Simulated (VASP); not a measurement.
# KBr (Fm-3m) in VASP: G0W0 quasiparticle levels with HSE06

Aim: the G0W0 quasiparticle levels of KBr with HSE06.

Program: VASP 6.6.1. These are calculated values, not measurements. Logs are shortened: lines on timing, memory, paths and dates and some standing lists are left out, and cuts for length are marked.

## 1. The cell of the first run

It takes space group Fm-3m (No. 225, cubic). The conventional cell has a = 6.605 Å, b = 6.605 Å, c = 6.605 Å, α = 90.00°, β = 90.00°, γ = 90.00°. Within 4.3 Å of K (site symmetry m-3m) lie 6 Br at 3.30 Å. Within 4.3 Å of Br (site symmetry m-3m) lie 6 K at 3.30 Å.

## 2. G0W0 quasiparticle levels, HSE06

Contents of POSCAR:

```
KBr
1.0
    0.0000000000      3.3024386828      3.3024386828
    3.3024386828      0.0000000000      3.3024386828
    3.3024386828      3.3024386828      0.0000000000
K Br
1 1
Direct
    0.0000000000      0.0000000000      0.0000000000
    0.5000000000      0.5000000000      0.5000000000
```

Contents of INCAR.step1:

```
  ALGO = Normal
  EDIFF = 1E-5
  ENCUT = 500
  GGA = PE
  ISIF = 2
  ISMEAR = 0
  LASPH = T
  LCHARG = F
  LREAL = F
  LWAVE = T
  NELM = 80
  PREC = Accurate
  SIGMA = 0.02
```

Contents of INCAR.step2:

```
  ALGO = Normal
  EDIFF = 1E-8
  ENCUT = 500
  GGA = PE
  HFSCREEN = 0.2
  ISMEAR = 0
  ISTART = 1
  LASPH = T
  LCHARG = F
  LHFCALC = T
  LREAL = F
  LWAVE = T
  NELM = 80
  PREC = Accurate
  PRECFOCK = Fast
  SIGMA = 0.01
```

Contents of INCAR.step3:

```
  ALGO = Exact
  EDIFF = 1E-8
  ENCUT = 500
  GGA = PE
  HFSCREEN = 0.2
  ISMEAR = 0
  ISTART = 1
  LASPH = T
  LCHARG = F
  LHFCALC = T
  LOPTICS = T
  LREAL = F
  LWAVE = T
  NBANDS = 38
  NELM = 1
  PREC = Accurate
  PRECFOCK = Fast
  SIGMA = 0.01
```

Contents of INCAR.step4:

```
  ALGO = EVGW0
  EDIFF = 1E-8
  ENCUT = 500
  ENCUTGW = 100.0
  GGA = PE
  HFSCREEN = 0.2
  ISMEAR = 0
  ISTART = 1
  LASPH = T
  LCHARG = F
  LHFCALC = T
  LREAL = F
  LWAVE = F
  NBANDS = 38
  NBANDSGW = 16
  NELMGW = 1
  NOMEGA = 96
  OMEGAMAX = 20
  PREC = Accurate
  PRECFOCK = Fast
  SIGMA = 0.01
```

Contents of KPOINTS:

```
k-points
0
Gamma
  2 2 2
```

Potentials or basis: VASP PAW PBE potentials, release 64 (K_sv_GW, Br_GW).

On the command line:

```sh
> cat potpaw_PBE.64/K_sv_GW/POTCAR potpaw_PBE.64/Br_GW/POTCAR > POTCAR
> cp INCAR.step1 INCAR
> mpirun -np 1 vasp_std > vasp.out
> cp INCAR.step2 INCAR
> mpirun -np 1 vasp_std > vasp.out
> cp INCAR.step3 INCAR
> mpirun -np 1 vasp_std > vasp.out
> cp INCAR.step4 INCAR
> mpirun -np 1 vasp_std > vasp.out
```

OUTCAR:

```text
EDIFF = 1E-8
   ENCUT = 500
   ENCUTGW = 100.0
   GGA = PE
   HFSCREEN = 0.2
   ISMEAR = 0
   ISTART = 1
   LASPH = T
   LHFCALC = T
   LREAL = F
   NELMGW = 1
   PREC = Accurate
   PRECFOCK = Fast

 ion  position               nearest neighbor table
   1  0.000  0.000  0.000-
   2  0.500  0.500  0.500-

  LATTYP: Found a face centered cubic cell.
 ALAT       =     6.6048773656

  Lattice vectors:

 A1 = (   0.0000000000,   3.3024386828,   3.3024386828)
 A2 = (   3.3024386828,   0.0000000000,   3.3024386828)
 A3 = (   3.3024386828,   3.3024386828,   0.0000000000)

Analysis of symmetry for initial positions (statically):
=====================================================================
 Subroutine PRICEL returns:
 Original cell was already a primitive cell.

 Routine SETGRP: Setting up the symmetry group for a
 face centered cubic supercell.

 Subroutine GETGRP returns: Found 48 space group operations
 (whereof 48 operations were pure point group operations)
 out of a pool of 48 trial point group operations.

The static configuration has the point symmetry O_h .

Analysis of symmetry for dynamics (positions and initial velocities):
=====================================================================
 Subroutine PRICEL returns:
 Original cell was already a primitive cell.

 Routine SETGRP: Setting up the symmetry group for a
 face centered cubic supercell.

 Subroutine GETGRP returns: Found 48 space group operations
 (whereof 48 operations were pure point group operations)
 out of a pool of 48 trial point group operations.

The dynamic configuration has the point symmetry O_h .

 Subroutine INISYM returns: Found 48 space group operations
 (whereof 48 operations are pure point group operations),
 and found     1 'primitive' translations

----------------------------------------------------------------------------------------

                                     Primitive cell

  volume of cell :      72.0335

  direct lattice vectors                    reciprocal lattice vectors
     0.000000000  3.302438683  3.302438683    -0.151403265  0.151403265  0.151403265
     3.302438683  0.000000000  3.302438683     0.151403265 -0.151403265  0.151403265
     3.302438683  3.302438683  0.000000000     0.151403265  0.151403265 -0.151403265

  length of vectors
     4.670353574  4.670353574  4.670353574     0.262238148  0.262238148  0.262238148

  position of ions in fractional coordinates (direct lattice)
     0.000000000  0.000000000  0.000000000
     0.500000000  0.500000000  0.500000000

  ion indices of the primitive-cell ions
   primitive index   ion index
                 1           1
                 2           2

----------------------------------------------------------------------------------------

 KPOINTS: k-points

Automatic generation of k-mesh.
 Grid dimensions read from file:
 generate k-points for:    2    2    2

 Generating k-lattice:

  Cartesian coordinates                     Fractional coordinates (reciprocal lattice)
    -0.075701633  0.075701633  0.075701633     0.500000000  0.000000000  0.000000000
     0.075701633 -0.075701633  0.075701633     0.000000000  0.500000000  0.000000000
     0.075701633  0.075701633 -0.075701633     0.000000000  0.000000000  0.500000000

  Length of vectors
     0.131119074  0.131119074  0.131119074

  Shift w.r.t. Gamma in fractional coordinates (k-lattice)
     0.000000000  0.000000000  0.000000000

 Subroutine IBZKPT returns following result:
 ===========================================

 Found      3 irreducible k-points:

 Following reciprocal coordinates:
            Coordinates               Weight
  0.000000  0.000000  0.000000      1.000000
  0.500000  0.000000  0.000000      4.000000
  0.500000  0.500000  0.000000      3.000000
   k-points           NKPTS =      3   k-points in BZ     NKDIM =      8   number of bands    NBANDS=     38
   number of dos      NEDOS =    301   number of ions     NIONS =      2
   total plane-waves  NPLWV =  46656
   dimension x,y,z NGX =    36 NGY =   36 NGZ =   36
   dimension x,y,z NGXF=    72 NGYF=   72 NGZF=   72
   ions per type =               1   1
   NGX,Y,Z   is equivalent  to a cutoff of  12.81, 12.81, 12.81 a.u.
   NGXF,Y,Z  is equivalent  to a cutoff of  25.63, 25.63, 25.63 a.u.
 SYSTEM =  unknown system
   PREC   = accura    normal or accurate (medium, high low for compatibility)
   ISTART =      1    job   : 0-new  1-cont  2-samecut
   ICHARG =      0    charge: 1-file 2-atom 10-const
   ISPIN  =      1    spin polarized calculation?
   LNONCOLLINEAR =      F non collinear calculations
   LSORBIT =      F    spin-orbit coupling
   LASPH  =      T    aspherical Exc in radial PAW
   ENCUT  =  500.0 eV  36.75 Ry    6.06 a.u.   8.52  8.52  8.52*2*pi/ulx,y,z
   NELM   =     60;   NELMIN=  2; NELMDL=  0     # of ELM steps
   EDIFF  = 0.1E-07   stopping-criterion for ELM
   LREAL  =      F    real-space projection
   EDIFFG = 0.1E-06   stopping-criterion for IOM
   NSW    =      0    number of steps for IOM
   IBRION =     -1    ionic relax: 0-MD 1-quasi-New 2-CG
   NFREE  =      0    steps in history (QN), initial steepest desc. (CG)
   ISIF   =      0    stress and relaxation
   ISYM   =      3    0-nonsym 1-usesym 2-fastsym
   POTIM  = 0.5000    time-step for ionic-motion
   TEBEG  =    0.0;   TEEND  =   0.0 temperature during run
   PSTRESS=    0.0 pullay stress
   NELECT =      16.0000    total number of electrons
   NUPDOWN=      -1.0000    fix difference up-down
   EMIN   =  10.00;   EMAX   =-10.00  energy-range for DOS
   EFERMI =   0.00;   METHOD = LEGACY
   ISMEAR =     0;   SIGMA  =   0.01  broadening in eV -4-tet -1-fermi 0-gaus
   EFERMI_NEDOS =   21; number of points for ismear=-14 and -15
   IALGO  =     38    algorithm
   IMIX   =      1    mixing-type and parameters
     AMIX     =   0.40;   BMIX     =  1.00
     AMIX_MAG =   1.60;   BMIX_MAG =  1.00
  volume/ion in A,a.u.               =      36.02       243.05
  Fermi-wavevector in a.u.,A,eV,Ry     =   0.991448  1.873566 13.374115  0.982970
  Thomas-Fermi vector in A             =   2.123190
   LORBIT       =      0    0 simple, 1 ext, 2 COOP (PROOUT), +10 PAW based schemes
   GGA     = PE    functional components
   LHFCALC =     T    Hartree Fock is set to
   PRECFOCK=fast      Normal, Fast or Accurate (Low or Medium for compatibility)
   ENCUT4O =  -1.0   cutoff for four orbital integrals eV
   NKREDX  =     1    reduce k-point grid by
   NKREDY  =     1    reduce k-point grid by
   NKREDZ  =     1    reduce k-point grid by
   AEXX    =    1.0000 exact exchange contribution
   HFSCREEN=    0.0000 screening length (either q_TF or 0.3 A-1)
   HFSCREENC=   0.2000 screening length for correlation (either q_TF or 0.3 A-1)
   ENCUTFOCK=  -1.0 apply spherical cutoff to Coloumb kernel
   IVDW    =     0    specifies the selected vdW correction
   LEPSILON=     F    determine dielectric tensor
   LRPA    =     F    only Hartree local field effects (RPA)
   LRPAFORCE           =     F    calculate RPA forces
   ENCUTGW             = 100.0    cutoff for response function in eV
   ENCUTGWSOFT         =  80.0    soft cutoff for Coulomb kernel in GW response function in eV
   ENCUTLF             =  -1.0    cutoff for local field effects
   NELMGW              =     1    number of iterations in solving QP/BSE equation
   NELMHF              =     1    number of iterations in the inner HF iteration
   NKREDLFX            =     1    NKREDLFY  =   1   NKREDLFZ  =   1
 non-spin polarized calculation
 Gauss-broadening in eV      SIGMA  =   0.01
  energy-cutoff  :      500.00
  volume of cell :       72.03
 maximum number of plane-waves:      1850
 NGX is ok and might be reduce to    36
  NGX = 20; NGY = 20; NGZ = 20
 maximum number of plane-waves:       174
 NGX is ok and might be reduce to    16

 QP shifts <psi_nk| G(iteration)W_0 |psi_nk>: iteration 1
 for sc-GW calculations column KS-energies equals QP-energies in previous step
 and V_xc(KS)=  KS-energies - (<T + V_ion + V_H > + <T+V_H+V_ion>^1  + <V_x>^1)

 k-point   1 :       0.0000    0.0000    0.0000
  band No.  KS-energies  QP-energies   sigma(KS)   V_xc(KS)     V^pw_x(r,r')   Z            occupation Imag(sigma)

      1     -31.4701     -31.8454     -22.0937     -21.5425     -30.7577       0.6808       2.0000       0.2321
      2     -14.7350     -14.7804     -15.9757     -15.9180     -22.1415       0.7869       2.0000       1.2599
      3     -13.5998     -15.0344     -21.3360     -19.4928     -24.7285       0.7783       2.0000      -0.0965
      4     -13.5998     -15.0344     -21.3360     -19.4928     -24.7285       0.7783       2.0000      -0.0965
      5     -13.5998     -15.0344     -21.3360     -19.4928     -24.7285       0.7783       2.0000      -0.0965
      6      -1.4620      -2.1939     -14.4860     -13.6075     -16.8159       0.8331       2.0000       0.0591
[... 8 lines left out ...]
     15      11.3183      11.5225      -3.6807      -3.9307      -0.6766       0.8171       0.0000      -0.0942
     16      15.4062      18.2425      -8.4914     -11.9660      -5.7172       0.8163       0.0000       0.0050

 k-point   2 :       0.5000    0.0000    0.0000
  band No.  KS-energies  QP-energies   sigma(KS)   V_xc(KS)     V^pw_x(r,r')   Z            occupation Imag(sigma)

      1     -31.4644     -31.8259     -22.0976     -21.5525     -30.7664       0.6631       2.0000       0.2446
      2     -14.9242     -15.3703     -16.7673     -16.3321     -22.4801       1.0250       2.0000       1.0582
      3     -13.6035     -15.0410     -21.3178     -19.4846     -24.7155       0.7841       2.0000      -0.1038
      4     -13.6035     -15.0410     -21.3178     -19.4846     -24.7155       0.7841       2.0000      -0.1038
      5     -13.3244     -14.4080     -20.5518     -19.1597     -24.4293       0.7784       2.0000       0.1124
      6      -2.6606      -3.6162     -13.2839     -12.1244     -15.4496       0.8241       2.0000       0.0642
[... 8 lines left out ...]
     15      11.0410      12.6591      -6.6768      -8.5975      -3.7669       0.8425       0.0000      -0.0585
     16      11.5454      14.1683      -8.5338     -11.7289      -5.8384       0.8209       0.0000      -0.0249

 k-point   3 :       0.5000    0.5000    0.0000
  band No.  KS-energies  QP-energies   sigma(KS)   V_xc(KS)     V^pw_x(r,r')   Z            occupation Imag(sigma)

      1     -31.4626     -31.8297     -22.1054     -21.5554     -30.7687       0.6674       2.0000       0.2443
      2     -14.6266     -14.5401     -15.9872     -16.0425     -22.2309       1.5654       2.0000       1.5008
      3     -13.6917     -15.1638     -21.1780     -19.2934     -24.5509       0.7811       2.0000      -0.0626
      4     -13.6365     -15.0844     -21.2714     -19.4170     -24.6617       0.7808       2.0000      -0.0938
      5     -13.6365     -15.0844     -21.2714     -19.4170     -24.6617       0.7808       2.0000      -0.0938
      6      -2.3014      -3.1937     -13.8202     -12.7340     -16.0396       0.8215       2.0000       0.0711
[... 8 lines left out ...]
     15      11.0466      13.6081      -7.6453     -10.5849      -5.0080       0.8714       0.0000      -0.0337
     16      12.7257      13.6658      -5.7748      -6.9272      -2.7387       0.8157       0.0000      -0.1502
```

It took 6.9 min on 1 thread of Intel Xeon 8259CL, shared host; peak memory 0.92 GiB.

Results:

```yaml
Quasiparticle_gap: 7.12 eV
Least_direct_quasiparticle_gap: 7.12 eV
Band_gap_of_the_starting_levels_on_the_mesh: 5.65 eV
Least_direct_gap_of_the_starting_levels_on_the_mesh: 5.65 eV
```

Caveat: the k points lie up to 0.82 Å⁻¹ apart, too coarse for converged energies, forces and pressures; bands, screening cutoff and mesh are small and nothing is extrapolated, so the quasiparticle values aren't converged.
